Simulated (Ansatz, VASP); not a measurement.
## Ti in VASP and in Ansatz

The input INCAR:

```
SYSTEM = Ti
PREC = Accurate
ENCUT = 520
EDIFF = 1E-6
ISMEAR = -1
SIGMA = 0.05
LREAL = .False.
LASPH = .True.
NELM = 80
ALGO = Normal
ISIF = 2
LWAVE = .False.
LCHARG = .False.
LDIPOL = .True.
IDIPOL = 3
DIPOL = 0.5 0.5 0.500
GGA = PE
NBANDS = 38
```

KPOINTS

```
Automatic mesh
0
Gamma
  13 13 1
  0 0 0
```

Contents of POSCAR:

```
Ti
1.0
    2.9399472392      0.0000000000      0.0000000000
   -1.4699736196      2.5460689949      0.0000000000
    0.0000000000      0.0000000000     31.0671000000
Ti
5
Direct
    0.0000000000      0.0000000000      0.3540717850
    0.3333333333      0.6666666667      0.4234705970
    0.0000000000      0.0000000000      0.5000000506
    0.3333333333      0.6666666667      0.5765293906
    0.0000000000      0.0000000000      0.6459282150
```

Input for Ansatz:

```yaml
crystal:
  lattice:
    - [2.9399472392, 0.0, 0.0]
    - [-1.4699736196, 2.5460689949, 0.0]
    - [0.0, 0.0, 31.0671]
  atoms:
    - { symbol: Ti, position: [0.0, 0.0, 0.354071785] }
    - { symbol: Ti, position: [0.3333333333, 0.6666666667, 0.423470597] }
    - { symbol: Ti, position: [0.0, 0.0, 0.5000000506] }
    - { symbol: Ti, position: [0.3333333333, 0.6666666667, 0.5765293906] }
    - { symbol: Ti, position: [0.0, 0.0, 0.645928215] }
kpoints:
  mp_grid: { grid: [13, 13, 1] }
scf:
  occupations: { method: fermi_dirac, width: 0.05 }
hamiltonian:
  xc: pbe
  pseudopotentials: { kind: paw }
output:
  forces: true
  stress: true
  eigenvalues: true
efield:
  axis: 3
  amplitude: 0
  dipole_correction: true
```

Alike in both runs: task single point; functional PBE; k mesh 13 × 13 × 1; occupations fermi-dirac, width 0.05 eV; no spin polarisation.

```csv
,VASP,Ansatz
version,VASP 6.6.1,Ansatz 0.2.0
potentials or method,"VASP PAW PBE potentials, release 64 (Ti_sv)","PAW with Ansatz's default frozen-core files, scalar-relativistic"
plane-wave cutoff (eV),520,420
valence electrons in the cell,60,60
```

```tsv
	VASP	Ansatz	Ansatz less VASP
rms of the force components (eV/Å)	0.006	0.000	-0.0054
```

Atom by atom the forces differ by 0.006 eV/Å (rms over components).
